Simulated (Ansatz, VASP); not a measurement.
**BiB in VASP and in Ansatz**

Contents of INCAR:

```
SYSTEM = BiB
ALGO     = Normal         ! electronic algorithm
EDIFF    = 1E-6           ! SCF threshold, eV
ENCUT    = 500            ! plane-wave cutoff, eV
GGA      = PE             ! functional
GGA_COMPAT= .FALSE.      
ISIF     = 2              ! what is computed and relaxed
ISMEAR   = 0              ! smearing method
LASPH    = .TRUE.         ! aspherical terms in the spheres
LCHARG   = .FALSE.        ! write CHGCAR
LREAL    = .FALSE.        ! projectors in reciprocal space
LWAVE    = .FALSE.        ! write WAVECAR
NBANDS   = 16             ! bands
NELM     = 120            ! most SCF steps
PREC     = Accurate       ! precision mode
SIGMA    = 0.01           ! smearing width, eV
```

Contents of KPOINTS:

```
k-points
0
G
  2 2 2
  0 0 0
```

The input POSCAR:

```
BiB
1.0
    0.0000000000      2.7448744688      2.7448744688
    2.7448744688      0.0000000000      2.7448744688
    2.7448744688      2.7448744688      0.0000000000
B Bi
1 1
Direct
    0.0000000000      0.0000000000      0.0000000000
    0.2500000000      0.2500000000      0.2500000000
```

Input for Ansatz:

```yaml
crystal:
  lattice:
    - [0.0, 2.7448744688, 2.7448744688]
    - [2.7448744688, 0.0, 2.7448744688]
    - [2.7448744688, 2.7448744688, 0.0]
  atoms:
    - { symbol: B, position: [0.0, 0.0, 0.0] }
    - { symbol: Bi, position: [0.25, 0.25, 0.25] }
kpoints:
  mp_grid: { grid: [2, 2, 2] }
hamiltonian:
  xc: pbe
scf:
  occupations: { method: fixed }
  n_extra_bands: 4
output:
  forces: true
  stress: true
  eigenvalues: true
```

Alike in both runs: task single point; functional PBE; k mesh 2 × 2 × 2; no spin polarisation.

|  | VASP | Ansatz |
| --- | --- | --- |
| version | VASP 6.6.1 | Ansatz 0.2.0 |
| potentials or method | VASP PAW PBE potentials, release 64 (B, Bi_d) | plane waves |
| plane-wave cutoff (eV) | 500 | 420 |
| occupations | gaussian, width 0.01 eV | fixed |
| valence electrons in the cell | 18 | 18 |

VASP gave:

```
gap on the k mesh at the Fermi level (eV) : 0.31
pressure (GPa)                            : 4.6
```

Task: Estimate Ansatz's values.

Result: gap on the k mesh at the Fermi level (eV): 0.32; pressure (GPa): 4.7.

The k mesh is coarse, so the values compare programs but aren't converged. Spin-orbit coupling is off throughout.
